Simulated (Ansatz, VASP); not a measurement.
One calculation of PbS, two programs

```
Pb S
1.0
     0.00000    3.00402    3.00402
     3.00402    0.00000    3.00402
     3.00402    3.00402    0.00000
Pb S
1 1
Direct
  0.00000 0.00000 0.00000
  0.50000 0.50000 0.50000
```

Alike in both runs: task single point; functional PBEsol; k mesh 8 × 8 × 8; occupations fermi-dirac, width 0.06 eV; no spin polarisation.

```csv
,VASP,Ansatz
version,VASP 6.6.1,Ansatz 0.2 development build
potentials or method,"VASP PAW PBE potentials, release 64 (Pb_d, S), cutoff 520 eV","all-electron full-potential LAPW, scalar-relativistic"
```

|  | VASP | Ansatz | Ansatz less VASP |
| --- | --- | --- | --- |
| pressure (GPa) | -2.9 | -2.8 | +0.08 |

VASP's potentials were made for PBE, not for PBEsol. Ansatz ran all-electron here, and VASP with PAW potentials.

Spin-orbit coupling is off throughout.
